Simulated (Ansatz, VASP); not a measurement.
# Two plane-wave programs on Ni2Ge

```
Ni Ge
1.0
     3.65989    0.00000    0.00000
    -1.82994    3.16956    0.00000
     0.00000    0.00000    5.44037
Ni Ge
4 2
Direct
  0.66667 0.33333 0.25000
  0.33333 0.66667 0.75000
  0.00000 0.00000 0.00000
  0.00000 0.00000 0.50000
  0.66667 0.33333 0.75000
  0.33333 0.66667 0.25000
```

Change from the starting cell: strain -0.080 along x and y, +0.080 along z, atoms carried along.

Alike in both runs: task single point; functional r2SCAN; k mesh 12 × 12 × 10; occupations gaussian, width 0.15 eV; no spin polarisation.

|  | VASP | Ansatz |
| --- | --- | --- |
| version | VASP 6.6.1 | Ansatz 0.2.0 |
| potentials or method | VASP PAW PBE potentials, release 64 (Ni, Ge_d), cutoff 520 eV | scalar-relativistic, plane waves, PAW |
| valence electrons in the cell | 68 | 100 |

|  | VASP | Ansatz | Ansatz less VASP |
| --- | --- | --- | --- |
| gap on the k mesh at the Fermi level (eV) | none | none | - |
| pressure (GPa) | 34.2 | 33.7 | -0.45 |
| traceless stress, the component that is largest in VASP (GPa) | -30.41 | -30.07 | +0.333 |

VASP's potentials were made for PBE, not for r2SCAN. A gap of «none» marks a metal or a gap that the smearing closes. Both programs put the cell under a high pressure, so it lies far from rest at this level. VASP's potentials hold 68 valence electrons a cell and Ansatz's 100, so a difference there can come from the potentials and not from the codes.
